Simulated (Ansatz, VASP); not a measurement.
# TaAl4: VASP beside Ansatz

INCAR

```
SYSTEM = TaAl4
PREC = Accurate
ENCUT = 600
EDIFF = 1E-7
ISMEAR = 0
SIGMA = 0.1
LREAL = .False.
LASPH = .True.
NELM = 100
ALGO = Fast
ISIF = 3
LWAVE = .False.
LCHARG = .False.
GGA = PE
IBRION = 2
NSW = 90
EDIFFG = -0.04
```

The input KPOINTS:

```
Automatic mesh
0
Gamma
  4 4 4
  0 0 0
```

File POSCAR:

```
TaAl4
1.0
    5.5723754400      0.0000000000      0.0000000000
    0.0000000000      5.5723754400      0.0000000000
    0.0000000000      0.0000000000      5.0366764200
Ta Al
2 8
Direct
    0.5000000000      0.5000000000      0.0000000000
    0.0000000000      0.0000000000      0.0000000000
    0.6738500600      0.8261499400      0.2517777400
    0.8261499400      0.3261499400      0.2517777400
    0.1738500600      0.3261499400      0.7482222600
    0.8261499400      0.6738500600      0.7482222600
    0.6738500600      0.1738500600      0.7482222600
    0.3261499400      0.8261499400      0.7482222600
    0.3261499400      0.1738500600      0.2517777400
    0.1738500600      0.6738500600      0.2517777400
```

Input for Ansatz:

```yaml
crystal:
  lattice:
    - [5.57237544, 0.0, 0.0]
    - [0.0, 5.57237544, 0.0]
    - [0.0, 0.0, 5.03667642]
  atoms:
    - { symbol: Ta, position: [0.5, 0.5, 0.0] }
    - { symbol: Ta, position: [0.0, 0.0, 0.0] }
    - { symbol: Al, position: [0.67385006, 0.82614994, 0.25177774] }
    - { symbol: Al, position: [0.82614994, 0.32614994, 0.25177774] }
    - { symbol: Al, position: [0.17385006, 0.32614994, 0.74822226] }
    - { symbol: Al, position: [0.82614994, 0.67385006, 0.74822226] }
    - { symbol: Al, position: [0.67385006, 0.17385006, 0.74822226] }
    - { symbol: Al, position: [0.32614994, 0.82614994, 0.74822226] }
    - { symbol: Al, position: [0.32614994, 0.17385006, 0.25177774] }
    - { symbol: Al, position: [0.17385006, 0.67385006, 0.25177774] }
basis:
  ecutwfc: 420
kpoints:
  mp_grid: { grid: [4, 4, 4] }
hamiltonian:
  xc: pbe
scf:
  occupations: { method: gaussian, width: 0.1 }
  lower_state_search: "off"
output:
  forces: true
  stress: true
  eigenvalues: true
relax:
  adjacent_minimum: "off"
  f_tol: 0.04
  max_steps: 70
  cell: { stress_tol: 0.4 }
```

Change from the starting cell: species swapped into the PtPb4 type (P4/nbm, No. 125).

Alike in both runs: task relaxation of cell and atoms; functional PBE; k mesh 4 × 4 × 4; occupations gaussian, width 0.1 eV; no spin polarisation.

```csv
,VASP,Ansatz
version,VASP 6.6.1,Ansatz 0.2.0
potentials or method,"VASP PAW PBE potentials, release 64 (Ta_pv, Al), cutoff 600 eV","scalar-relativistic, plane waves, PAW"
valence electrons in the cell,46,50
```

Ansatz gave:

| Item | Value |
| --- | --- |
| gap on the k mesh at the Fermi level, each at its own relaxed structure (eV) | none |
| relaxed volume (Å³/atom) | 18.45 |
| relaxed length of the cell vector where the two differ most in proportion (Å) | 6.386 |

Question: Estimate VASP's values.

Answer: gap on the k mesh at the Fermi level, each at its own relaxed structure (eV): none; relaxed volume (Å³/atom): 18.47; relaxed length of the cell vector where the two differ most in proportion (Å): 6.388.

A gap of «none» marks a metal or a gap that the smearing closes. VASP's potentials hold 46 valence electrons a cell and Ansatz's 50, so a difference there can come from the potentials and not from the codes.

Neither program's run includes spin-orbit coupling. Noted on VASP's run: the volume moved by over 15 % at a fixed basis, so the end points are rough.
